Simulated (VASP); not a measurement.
# Zn2CdTe3 (P4mm) in VASP: notebook, part 2 of 3

VASP 6.6.1. The steps go on from the part before.

### 5 Relaxation of cell and atoms, PBE

INCAR

```
ALGO = Normal
EDIFF = 1E-6
EDIFFG = -0.04
ENCUT = 600
GGA = PE
IBRION = 2
ISIF = 3
ISMEAR = 0
LASPH = T
LCHARG = F
LREAL = F
LWAVE = F
NELM = 80
NSW = 90
PREC = Accurate
SIGMA = 0.1
```

KPOINTS

```
k-points
0
Gamma
  4 4 2
```

POSCAR

```
Zn2CdTe3
1.0
    4.6161258000      0.0000000000      0.0000000000
    0.0000000000      4.6161258000      0.0000000000
    0.0000000000      0.0000000000      7.7440602300
Zn Cd Te
2 1 3
Direct
    0.5000000000      0.0000000000      0.1480994800
    0.0000000000      0.5000000000      0.1480994800
    0.0000000000      0.0000000000      0.6683535700
    0.0000000000      0.0000000000      0.2119528400
    0.5000000000      0.0000000000      0.8257702600
    0.0000000000      0.5000000000      0.8257702600
```

Potentials or basis: VASP PAW PBE potentials, release 64 (Zn, Cd, Te).

Started as:

```
$ cat potpaw_PBE.64/Zn/POTCAR potpaw_PBE.64/Cd/POTCAR potpaw_PBE.64/Te/POTCAR > POTCAR
$ mpirun -np 1 vasp_std > vasp.out
```

OUTCAR:

```text
EDIFF = 1E-6
   EDIFFG = -0.04
   ENCUT = 600
   GGA = PE
   IBRION = 2
   ISIF = 3
   ISMEAR = 0
   LASPH = T
   LREAL = F
   NELM = 80
   NSW = 90
   PREC = Accurate

 ion  position               nearest neighbor table
   1  0.500  0.000  0.148-   4 2.36   4 2.36   5 2.50
   2  0.000  0.500  0.148-   4 2.36   4 2.36   6 2.50
   3  0.000  0.000  0.668-   5 2.61   6 2.61   6 2.61   5 2.61   4 3.53
   4  0.000  0.000  0.212-   1 2.36   2 2.36   2 2.36   1 2.36   3 3.53
   5  0.500  0.000  0.826-   1 2.50   3 2.61   3 2.61   6 3.26   6 3.26   6 3.26   6 3.26
   6  0.000  0.500  0.826-   2 2.50   3 2.61   3 2.61   5 3.26   5 3.26   5 3.26   5 3.26

  LATTYP: Found a simple tetragonal cell.
 ALAT       =     4.6161258000
 C/A-ratio  =     1.6776103091

  Lattice vectors:

 A1 = (   4.6161258000,   0.0000000000,   0.0000000000)
 A2 = (   0.0000000000,   4.6161258000,   0.0000000000)
 A3 = (   0.0000000000,   0.0000000000,   7.7440602300)

Analysis of symmetry for initial positions (statically):
=====================================================================
 Subroutine PRICEL returns:
 Original cell was already a primitive cell.

 Routine SETGRP: Setting up the symmetry group for a
 simple tetragonal supercell.

 Subroutine GETGRP returns: Found  8 space group operations
 (whereof  8 operations were pure point group operations)
 out of a pool of 16 trial point group operations.

The static configuration has the point symmetry C_4v.

Analysis of symmetry for dynamics (positions and initial velocities):
=====================================================================
 Subroutine PRICEL returns:
 Original cell was already a primitive cell.

 Routine SETGRP: Setting up the symmetry group for a
 simple tetragonal supercell.

 Subroutine GETGRP returns: Found  8 space group operations
 (whereof  8 operations were pure point group operations)
 out of a pool of 16 trial point group operations.

The dynamic configuration has the point symmetry C_4v.

 Subroutine INISYM returns: Found  8 space group operations
 (whereof  8 operations are pure point group operations),
 and found     1 'primitive' translations

----------------------------------------------------------------------------------------

                                     Primitive cell

  volume of cell :     165.0152

  direct lattice vectors                    reciprocal lattice vectors
     4.616125800  0.000000000  0.000000000     0.216631878  0.000000000  0.000000000
     0.000000000  4.616125800  0.000000000     0.000000000  0.216631878  0.000000000
     0.000000000  0.000000000  7.744060230     0.000000000  0.000000000  0.129131227

  length of vectors
     4.616125800  4.616125800  7.744060230     0.216631878  0.216631878  0.129131227

  position of ions in fractional coordinates (direct lattice)
     0.500000000  0.000000000  0.148099480
     0.000000000  0.500000000  0.148099480
     0.000000000  0.000000000  0.668353570
     0.000000000  0.000000000  0.211952840
     0.500000000  0.000000000  0.825770260
     0.000000000  0.500000000  0.825770260

  ion indices of the primitive-cell ions
   primitive index   ion index
                 1           1
                 2           2
                 3           3
                 4           4
                 5           5
                 6           6

[... 36 lines left out ...]
  0.500000  0.000000  0.500000      2.000000
  0.250000  0.250000  0.500000      4.000000
  0.500000  0.250000  0.500000      4.000000
  0.500000  0.500000  0.500000      1.000000
   k-points           NKPTS =     12   k-points in BZ     NKDIM =     12   number of bands    NBANDS=     32
   number of dos      NEDOS =    301   number of ions     NIONS =      6
   total plane-waves  NPLWV = 102400
   dimension x,y,z NGX =    40 NGY =   40 NGZ =   64
   dimension x,y,z NGXF=    80 NGYF=   80 NGZF=  128
   ions per type =               2   1   3
   NGX,Y,Z   is equivalent  to a cutoff of  14.41, 14.41, 13.74 a.u.
   NGXF,Y,Z  is equivalent  to a cutoff of  28.81, 28.81, 27.48 a.u.
 SYSTEM =  unknown system
   PREC   = accura    normal or accurate (medium, high low for compatibility)
   ISTART =      0    job   : 0-new  1-cont  2-samecut
   ICHARG =      2    charge: 1-file 2-atom 10-const
   ISPIN  =      1    spin polarized calculation?
   LNONCOLLINEAR =      F non collinear calculations
   LSORBIT =      F    spin-orbit coupling
   LASPH  =      T    aspherical Exc in radial PAW
   ENCUT  =  600.0 eV  44.10 Ry    6.64 a.u.   9.22  9.22 15.47*2*pi/ulx,y,z
   NELM   =     80;   NELMIN=  2; NELMDL= -5     # of ELM steps
   EDIFF  = 0.1E-05   stopping-criterion for ELM
   LREAL  =      F    real-space projection
   EDIFFG = -.4E-01   stopping-criterion for IOM
   NSW    =     90    number of steps for IOM
   IBRION =      2    ionic relax: 0-MD 1-quasi-New 2-CG
   NFREE  =      1    steps in history (QN), initial steepest desc. (CG)
   ISIF   =      3    stress and relaxation
   ISYM   =      2    0-nonsym 1-usesym 2-fastsym
   POTIM  = 0.5000    time-step for ionic-motion
   TEBEG  =    0.0;   TEEND  =   0.0 temperature during run
   PSTRESS=    0.0 pullay stress
   NELECT =      54.0000    total number of electrons
   NUPDOWN=      -1.0000    fix difference up-down
   EMIN   =  10.00;   EMAX   =-10.00  energy-range for DOS
   EFERMI =   0.00;   METHOD = LEGACY
   ISMEAR =     0;   SIGMA  =   0.10  broadening in eV -4-tet -1-fermi 0-gaus
   EFERMI_NEDOS =   21; number of points for ismear=-14 and -15
   IALGO  =     38    algorithm
   IMIX   =      4    mixing-type and parameters
     AMIX     =   0.40;   BMIX     =  1.00
     AMIX_MAG =   1.60;   BMIX_MAG =  1.00
  volume/ion in A,a.u.               =      27.50       185.60
  Fermi-wavevector in a.u.,A,eV,Ry     =   1.128145  2.131884 17.316273  1.272710
  Thomas-Fermi vector in A             =   2.264833
   LORBIT       =      0    0 simple, 1 ext, 2 COOP (PROOUT), +10 PAW based schemes
   GGA     = PE    functional components
   LHFCALC =     F    Hartree Fock is set to
   AEXX    =    0.0000 exact exchange contribution
   IVDW    =     0    specifies the selected vdW correction
   LEPSILON=     F    determine dielectric tensor
   LRPA    =     F    only Hartree local field effects (RPA)
 conjugate gradient relaxation of ions
 non-spin polarized calculation
 Gauss-broadening in eV      SIGMA  =   0.10
  energy-cutoff  :      600.00
  volume of cell :      165.02
 maximum number of plane-waves:      5542
 NGX is ok and might be reduce to    40
   NGX = 19   NGY = 19   NGZ = 31

--------------------------------------- Ionic step        1  -------------------------------------------

 number of electron      53.9999990 magnetization

 Free energy of the ion-electron system (eV)
  ---------------------------------------------------
  ext. energy  EPLUGINS =         0.00000000
  ---------------------------------------------------
  free energy    TOTEN  =        -7.89727363 eV

  energy without entropy =       -7.88929181  energy(sigma->0) =       -7.89328272

------------------------ aborting loop because EDIFF is reached ----------------------------------------

  FORCE on cell =-STRESS in cart. coord.  units (eV):
  Direction    XX          YY          ZZ          XY          YZ          ZX
  --------------------------------------------------------------------------------------
  -------------------------------------------------------------------------------------
  Total       25.2192343     25.2192343     13.3822490      0.0000000     -0.0000000      0.0000000
  in kB      244.8603608    244.8603608    129.9318714      0.0000000     -0.0000000      0.0000000
  external PRESSURE =     206.5508643 kB  Pullay stress =       0.0000000 kB
[... 101 lines left out ...]
  FREE ENERGIE OF THE ION-ELECTRON SYSTEM (eV)
  ---------------------------------------------------
  free  energy   TOTEN  =       -11.5455266907 eV

  energy  without entropy=      -11.5217663934  energy(sigma->0) =      -11.53364654

[... ionic steps 4 to 14 ...]

--------------------------------------- Ionic step       15  -------------------------------------------

 number of electron      54.0000034 magnetization

------------------------ aborting loop because EDIFF is reached ----------------------------------------
[... 75 lines left out ...]
--------------------------------------- Ionic step       17  -------------------------------------------

 number of electron      54.0000023 magnetization

 Free energy of the ion-electron system (eV)
  ---------------------------------------------------
  ext. energy  EPLUGINS =         0.00000000
  ---------------------------------------------------
  free energy    TOTEN  =       -12.12455953 eV

  energy without entropy =      -12.10685865  energy(sigma->0) =      -12.11570909

 E-fermi :   2.3529     XC(G=0):  -7.9578

 val. band max:        2.3383775129   @ k =   0.5000   0.2500   0.0000
 cond. band min:       2.3845507927   @ k =   0.0000   0.0000   0.0000
 fundamental gap:      0.0461732798
 Fermi energy:         2.3529343968

 k-point     1 :       0.0000    0.0000    0.0000
  band No.  band energies     occupation
      1      -9.6857      2.00000
      2      -9.1137      2.00000
      3      -8.3055      2.00000
      4      -6.5206      2.00000
      5      -6.5206      2.00000
      6      -6.4291      2.00000
[... 442 lines left out ...]
  FREE ENERGIE OF THE ION-ELECTRON SYSTEM (eV)
  ---------------------------------------------------
  free  energy   TOTEN  =       -12.1245595345 eV

  energy  without entropy=      -12.1068586499  energy(sigma->0) =      -12.11570909

 reached required accuracy - stopping structural energy minimisation
```

CONTCAR:

```text
Zn2CdTe3
   1.00000000000000
     5.4003596209882918   -0.0000000000000000    0.0000000000000000
     0.0000000000000000    5.4003596209882918   -0.0000000000000000
    -0.0000000000000000   -0.0000000000000000    7.4965621824543458
  Zn              Cd              Te
     2     1     3
Direct
     0.5000000000000000    1.0000000000000000    0.1472792313565746
     0.0000000000000000    0.5000000000000000    0.1472792313565746
     0.0000000000000000    0.0000000000000000    0.6593229920659781
     1.0000000000000000    0.0000000000000000    0.2730184081212651
     0.5000000000000000    0.0000000000000000    0.8005730135498031
     0.0000000000000000    0.5000000000000000    0.8005730135498031

  0.00000000E+00  0.00000000E+00  0.00000000E+00
  0.00000000E+00  0.00000000E+00  0.00000000E+00
  0.00000000E+00  0.00000000E+00  0.00000000E+00
  0.00000000E+00  0.00000000E+00  0.00000000E+00
  0.00000000E+00  0.00000000E+00  0.00000000E+00
  0.00000000E+00  0.00000000E+00  0.00000000E+00
```

Wall time 29 min (1 thread of Intel Xeon 8259CL, shared host); peak memory 0.37 GiB.

Results:

```yaml
Free_energy: -12.1246 eV
Relaxed_volume: 36.44 Å³/atom
Relaxed_cell: a = 5.400 Å, b = 5.400 Å, c = 7.497 Å, α = 90.00°, β = 90.00°, γ = 90.00°
Space_group_after_relaxing_to_0.1_Å: P4mm (No. 99)
Energy_gained_by_relaxing: 704.5 meV/atom
Ionic_steps: 17
Pressure_after_relaxing: 0.0 GPa
Largest_force_after_relaxing: 0.040 eV/Å
Band_gap_on_the_k_mesh: zero (bands 27 and 28 overlap by 1.14 eV)
```

Forces in eV/Å, atoms in the order of the input:
```
Zn   0.000  0.000 -0.022
Zn   0.000  0.000 -0.022
Cd   0.000  0.000  0.040
Te   0.000  0.000 -0.002
Te   0.000  0.000  0.003
Te   0.000  0.000  0.003
```

The path:
```
step  energy change (eV)  largest force (eV/Å)  pressure (GPa)  volume (Å³)
   1              0.0000                4.0027           20.66       165.02
   2             -3.3128                0.8667           -3.06       264.41
   3             -3.6483                1.4861           -0.26       228.35
   4             -3.6509                1.4000           -0.69       231.86
   5             -3.6512                1.4358           -0.52       230.38
   6             -3.8168                1.2981           -0.41       227.66
   7             -4.0116                1.2854            1.04       219.15
   8             -4.0240                1.0091            0.58       221.24
   9             -4.1370                0.6269            0.09       222.38
  10             -4.1945                0.2327           -0.44       224.07
  11             -4.1947                0.1950           -0.41       223.98
  12             -4.2064                0.1765           -0.18       221.45
  13             -4.2135                0.1459            0.30       217.13
  14             -4.2209                0.0960            0.18       217.73
  15             -4.2259                0.0808           -0.05       218.82
  16             -4.2270                0.0499            0.05       218.54
  17             -4.2273                0.0400            0.02       218.63
```

Final structure:
```
CELL_PARAMETERS angstrom
5.40036 0.00000 0.00000
0.00000 5.40036 0.00000
0.00000 0.00000 7.49656
ATOMIC_POSITIONS crystal
Zn 0.50000 0.00000 0.14728
Zn 0.00000 0.50000 0.14728
Cd 0.00000 0.00000 0.65932
Te 0.00000 0.00000 0.27302
Te 0.50000 0.00000 0.80057
Te 0.00000 0.50000 0.80057
```

Levels at points of the mesh, in eV from the Fermi level:
```
           k point  band 25  band 26  band 27  band 28  band 29  band 30
(0.00, 0.00, 0.00)    -1.63    -1.17    -0.31    -0.17    -0.17     0.03
(0.50, 0.00, 0.00)    -1.98    -1.56    -1.40    -0.60     2.23     2.64
(0.50, 0.50, 0.00)    -2.74     0.37     0.50     0.78     2.63     2.63
(0.00, 0.00, 0.50)    -3.01    -0.45    -0.15    -0.15     0.25     0.81
(0.50, 0.00, 0.50)    -1.88    -1.57    -1.38    -0.21     1.61     2.32
(0.50, 0.50, 0.50)    -2.08     0.13     0.50     0.79     1.07     1.76
```

Caveat: the k points lie up to 0.42 Å⁻¹ apart in the final cell, too coarse for converged energies and pressures of a metal; the volume moved by over 15 % at a fixed basis, so the end points are rough; spin-orbit coupling is left out, which moves the levels of the heavy elements.

(Continued in part 3 of 3.)
